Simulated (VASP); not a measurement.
## OsRu8Au11: single point with r2SCAN

OsRu8Au11:

```
Ru Os Au
1.0
     4.14286   -2.36933   -4.57305
     4.24926   -2.41161    4.69569
    -1.47562   -7.30466    0.01770
Ru Os Au
8 1 11
Direct
  0.95137 0.14367 0.40412
  0.64978 0.87944 0.61983
  0.85526 0.07746 0.78794
  0.34350 0.61306 0.79490
  0.14596 0.92005 0.18232
  0.96922 0.72509 0.97706
  0.76007 0.53623 0.79710
  0.25083 0.98248 0.80839
  0.03962 0.81739 0.61893
  0.13424 0.38351 0.61159
  0.41564 0.69360 0.40732
  0.23042 0.48603 0.19621
  0.03531 0.29127 0.99803
  0.73501 0.98584 0.20295
  0.53584 0.79415 0.00542
  0.86811 0.61518 0.40040
  0.57660 0.30479 0.59981
  0.36083 0.10402 0.40780
  0.66660 0.41660 0.20077
  0.46608 0.21806 0.98509
```

* Program: VASP 6.6.1
* Task: single point
* Functional: r2SCAN
* Potentials or basis: VASP PAW PBE potentials, release 64 (Ru_pv, Os, Au)
* Cutoff: 520 eV
* k mesh: 2 × 2 × 2, shifted
* Occupations: gaussian, width 0.1 eV
* Spin: no spin polarisation
* Dipole correction: no
* Further INCAR settings: LREAL = Auto; ALGO = Normal; EDIFF = 1e-06; NBANDS = 136; ISYM = 0

```
Pressure               : 0.7 GPa
Largest force          : 0.111 eV/Å
Band gap on the k mesh : zero (an odd number of electrons rules out a gap without spin polarisation)
```

Forces in eV/Å, atoms in the order of the input:
```
Ru   0.044  0.009  0.055
Ru  -0.001  0.035  0.057
Ru   0.014 -0.051  0.072
Ru  -0.032  0.009 -0.042
Ru   0.000 -0.012 -0.018
Ru  -0.078 -0.038 -0.013
Ru  -0.057  0.002 -0.026
Ru   0.081 -0.031  0.013
Os   0.033  0.065 -0.083
Au  -0.001  0.006 -0.017
Au   0.011  0.009 -0.018
Au  -0.003 -0.007 -0.007
Au   0.009  0.004  0.007
Au  -0.008  0.003  0.014
Au  -0.007 -0.018  0.002
Au  -0.011  0.019 -0.003
Au   0.000  0.002  0.009
Au   0.011  0.004 -0.001
Au  -0.004 -0.003  0.000
Au  -0.001 -0.007 -0.002
```

Levels at points of the mesh, in eV from the Fermi level:
| k point | band 117 | band 118 | band 119 | band 120 | band 121 | band 122 | band 123 | band 124 | band 125 | band 126 |
| --- | --- | --- | --- | --- | --- | --- | --- | --- | --- | --- |
| (0.25, 0.25, 0.25) | -0.47 | -0.36 | -0.22 | -0.09 | -0.01 | 0.06 | 0.18 | 0.36 | 0.43 | 0.47 |

Run time: 23 min on 1 thread of Intel(R) Xeon(R) Platinum 8259CL CPU @ 2.50GHz (Skylake/Cascade Lake), with other jobs on the host, peak memory 0.47 GiB.

Caveat: the k points lie up to 0.49 Å⁻¹ apart, too coarse for converged energies and pressures of a metal; the PAW data sets were made with another functional, which shifts forces and pressure a little; spin-orbit coupling is left out, which moves the levels of the heavy elements.
